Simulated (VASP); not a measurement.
Runs of VASP 6.6.1 on GaN. The structure is that of space group F-43m (No. 216), or close to it. The cells are those of the table. 

| task | spin | cell | k mesh | cutoff (eV) | smearing | gap on the mesh (eV) | pressure (GPa) | moment (μB) |
| --- | --- | --- | --- | --- | --- | --- | --- | --- |
| single point | non-collinear, zero start, SOC | a = 3.144 Å, angles 60.0, 60.0, 90.0°, 2 atoms | 10 × 10 × 10 | 520 | gaussian 0.01 eV | - | (a) | 0.00 |
| single point | non-collinear, zero start, SOC | a = 3.130 Å, angles 60.0, 60.0, 90.0°, 2 atoms | 10 × 10 × 10 | 520 | gaussian 0.01 eV | - | 9.7 | 0.00 |
| relaxation of cell and atoms | off | relaxed to 15 GPa from a = 3.181 Å, angles 60.0, 60.0, 90.0°, 2 atoms | 10 × 10 × 10 | 600 | gaussian 0.01 eV | 2.17 | 15.0 | - |
| single point | non-collinear, zero start, SOC | a = 3.109 Å, angles 60.0, 60.0, 90.0°, 2 atoms | 10 × 10 × 10 | 520 | gaussian 0.01 eV | - | 14.7 | 0.00 |
| relaxation of cell and atoms | off | relaxed from a = 3.187 Å, angles 60.0, 60.0, 90.0°, 2 atoms | 14 × 14 × 14 | 600 | fermi-dirac 0.1 eV | (b) | 0.0 | - |

Alike in all rows: level PBEsol; potentials or basis VASP PAW PBE potentials, release 64 (Ga_d, N).

Task: Estimate the missing entries.

Result: (a) 6.7; (b) 1.73.

Caveats: the PAW data sets were made with another functional, which shifts forces and pressure a little; the cell stands under pressure (at least some runs); the cell is relaxed towards a set pressure, so the run minimises the enthalpy, not the energy (at least some runs).

A k mesh can miss the band edges, and rows without SOC leave out spin-orbit coupling on Ga.
